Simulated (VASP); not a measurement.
The system is Si4PI.

```
CELL_PARAMETERS angstrom
3.56498 0.00000 0.00000
0.00000 3.56498 0.00000
0.00000 0.00000 9.96573
ATOMIC_POSITIONS crystal
Si 0.50000 0.00000 0.81595
Si 0.00000 0.50000 0.18405
Si 0.50000 0.00000 0.18405
Si 0.00000 0.50000 0.81595
P 0.00000 0.00000 0.00000
I 0.50000 0.50000 0.50000
```

The cell was generated, and may not be a known phase.

- Program: VASP 6.6.1
- Task: relaxation of cell and atoms
- Functional: PBE
- Potentials or basis: VASP PAW PBE potentials, release 64 (Si, P, I)
- Cutoff: 600 eV
- k mesh: 6 × 6 × 2
- Occupations: gaussian, width 0.1 eV
- Spin: no spin polarisation

At the start: pressure -0.6 GPa; volume 21.11 Å³/atom.

Q: How do energy, volume and symmetry change on relaxing?

A: Over 13 steps the energy falls by 24.4 meV/atom and the volume is 20.73 Å³/atom (-1.8 %); space group P4/mmm (No. 123, to 0.1 Å) before and after.

The path:
```
step  energy change (eV)  largest force (eV/Å)  pressure (GPa)  volume (Å³)
   1              0.0000                0.4278           -0.59       126.66
   2             -0.1280                0.1524            0.18       125.16
   3             -0.1339                0.1135            0.58       124.80
   4             -0.1341                0.1073            0.66       124.73
   5             -0.1385                0.0593           -0.18       126.30
   6             -0.1385                0.0603           -0.17       126.27
   7             -0.1395                0.0494           -0.12       126.14
   8             -0.1406                0.0232           -0.02       125.84
   9             -0.1414                0.0207           -0.04       125.74
  10             -0.1434                0.0133           -0.11       125.42
  11             -0.1461                0.0021           -0.23       124.79
  12             -0.1444                0.0396           -0.40       123.52
  13             -0.1466                0.0113           -0.29       124.41
```

Final structure:
```cif
data_structure
_symmetry_space_group_name_H-M 'P 1'
_symmetry_Int_Tables_number 1
_cell_length_a 3.4951
_cell_length_b 3.4951
_cell_length_c 10.1844
_cell_angle_alpha 90.000
_cell_angle_beta 90.000
_cell_angle_gamma 90.000
_cell_volume 124.41
loop_
_atom_site_label
_atom_site_type_symbol
_atom_site_fract_x
_atom_site_fract_y
_atom_site_fract_z
_atom_site_occupancy
Si1 Si 0.50000 0.00000 0.80700 1
Si2 Si 0.00000 0.50000 0.19300 1
Si3 Si 0.50000 0.00000 0.19300 1
Si4 Si 0.00000 0.50000 0.80700 1
P1 P 0.00000 0.00000 0.00000 1
I1 I 0.50000 0.50000 0.50000 1
```
